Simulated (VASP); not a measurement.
A run of VASP 6.6.1 is set up as follows.

INCAR

```
SYSTEM = Bi3H2
  PREC = Accurate
  ENCUT = 520
  EDIFF = 1E-6
  ISMEAR = 0
  SIGMA = 0.1
  LREAL = .False.
  LASPH = .True.
  NELM = 60
  ALGO = Normal
  ISIF = 2
  LWAVE = .False.
  LCHARG = .False.
  GGA = PE
  NBANDS = 32
```

The input KPOINTS:

```
Automatic mesh
0
Gamma
  4 4 4
  0 0 0
```

File POSCAR:

```
Bi3H2
1.0
    3.9914467600      0.0000000000      0.0000000000
    0.0000000000      3.9914467600      0.0000000000
    0.0000000000      0.0000000000      6.7111940800
Bi H
3 2
Direct
    0.5000000000      0.5000000000      0.8378595300
    0.5000000000      0.5000000000      0.1621404700
    0.5000000000      0.5000000000      0.5000000000
    0.0000000000      0.5000000000      0.5000000000
    0.5000000000      0.0000000000      0.5000000000
```

Potentials or basis: VASP PAW PBE potentials, release 64 (Bi_d, H).

Launch:

```console
$ cat potpaw_PBE.64/Bi_d/POTCAR potpaw_PBE.64/H/POTCAR > POTCAR
$ mpirun -np 1 vasp_std > vasp.out
```

Question: What does it give for the largest force?

Answer: 3.727 eV/Å.

Question: What does it give for the band gap on the k mesh?

Answer: Zero (an odd number of electrons rules out a gap without spin polarisation).

Question: Predict the pressure.

Answer: 60.2 GPa.

Forces in eV/Å, atoms in the order of the input:
```
Bi   0.000  0.000 -3.727
Bi   0.000  0.000  3.727
Bi   0.000  0.000  0.000
H    0.000  0.000  0.000
H    0.000  0.000  0.000
```

Caveat: the k points lie up to 0.39 Å⁻¹ apart, too coarse for converged energies and pressures of a metal; spin-orbit coupling is left out, which moves the levels of the heavy elements; forces of over 1 eV/Å act on the atoms, so gaps and moduli don't describe the material at rest.
